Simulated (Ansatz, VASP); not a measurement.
## ZrB2 in VASP and in Ansatz

File INCAR:

```
SYSTEM = ZrB2
ALGO = Normal
EDIFF = 1E-6
ENCUT = 520
ISIF = 2
ISMEAR = 0
LASPH = .True.
LCHARG = .True.
LELF = .True.
LREAL = .False.
LVHAR = .True.
LWAVE = .False.
NBANDS = 16
NELM = 80
PREC = Accurate
SIGMA = 0.15
```

Contents of KPOINTS:

```
k-points
0
Gamma
  18 18 12
  0 0 0
```

File POSCAR:

```
ZrB2
1.0
    3.0084048729      0.0000000000      0.0000000000
   -1.5042024365      2.6053550447      0.0000000000
    0.0000000000      0.0000000000      3.7827682871
Zr B
1 2
Direct
    0.0000000000      0.0000000000      0.0000000000
    0.3333333333      0.6666666667      0.5000000000
    0.6666666667      0.3333333333      0.5000000000
```

Input for Ansatz:

```yaml
crystal:
  lattice:
    - [3.0084048729, 0.0, 0.0]
    - [-1.5042024365, 2.6053550447, 0.0]
    - [0.0, 0.0, 3.7827682871]
  atoms:
    - { symbol: Zr, position: [0.0, 0.0, 0.0] }
    - { symbol: B, position: [0.3333333333, 0.6666666667, 0.5] }
    - { symbol: B, position: [0.6666666667, 0.3333333333, 0.5] }
basis:
  ecutwfc: 520.0
kpoints:
  mp_grid: { grid: [18, 18, 12] }
hamiltonian:
  xc: lda
  pseudopotentials: { kind: paw }
scf:
  occupations: { method: gaussian, width: 0.15 }
output:
  forces: true
  stress: true
  eigenvalues: true
  write_density: true
  write_potential: true
  elf: true
  volumetric_format: npy
```

Alike in both runs: task single point; functional LDA; k mesh 18 × 18 × 12; occupations gaussian, width 0.15 eV; no spin polarisation.

|  | VASP | Ansatz |
| --- | --- | --- |
| version | VASP 6.6.1 | Ansatz 0.2.0 |
| potentials or method | VASP PAW LDA potentials, release 64 (Zr_sv, B), cutoff 520 eV | scalar-relativistic, plane waves, PAW |
| valence electrons in the cell | 18 | 18 |

VASP gave:

- gap on the k mesh at the Fermi level (eV): none
- pressure (GPa): 3.5
- traceless stress, the component that is largest in VASP (GPa): -28.24

Task: Which values does Ansatz return?

Result: gap on the k mesh at the Fermi level (eV): none; pressure (GPa): 3.0; traceless stress, the component that is largest in VASP (GPa): -28.27.

LDA's correlation is that of Perdew and Zunger in VASP and of Perdew and Wang (1992) in Ansatz. A gap of «none» marks a metal or a gap that the smearing closes.
